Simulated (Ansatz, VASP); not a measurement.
**ScGaTe3 in VASP and in Ansatz**

```
Sc Ga Te
1.0
     3.51594    2.02993    3.96638
    -3.51594    2.02993    3.96638
     0.00000   -4.05986    3.96638
Sc Ga Te
1 1 3
Direct
  0.00000 0.00000 0.00000
  0.50000 0.50000 0.50000
  0.00000 0.00000 0.50000
  0.50000 0.00000 0.00000
  0.00000 0.50000 0.00000
```

Alike in both runs: functional PBE; k mesh 3 × 3 × 3; occupations gaussian, width 0.1 eV; no spin polarisation.

Ansatz relaxed the structure, and its values are those at the end. VASP's run is a single point on that final structure, the one shown.

```csv
,VASP,Ansatz
version,VASP 6.6.1,Ansatz 0.2.0
potentials or method,"VASP PAW PBE potentials, release 64 (Sc_sv, Ga_d, Te), cutoff 520 eV","scalar-relativistic, plane waves, PAW"
valence electrons in the cell,42,72
```

```tsv
	VASP	Ansatz	Ansatz less VASP
gap on the k mesh at the Fermi level (eV)	none	none	-
pressure (GPa)	0.0	0.0	-0.03
```

A gap of «none» marks a metal or a gap that the smearing closes. VASP's potentials hold 42 valence electrons a cell and Ansatz's 72, so a difference there can come from the potentials and not from the codes.

The k mesh is coarse, so the values compare programs but aren't converged. Spin-orbit coupling is off throughout.
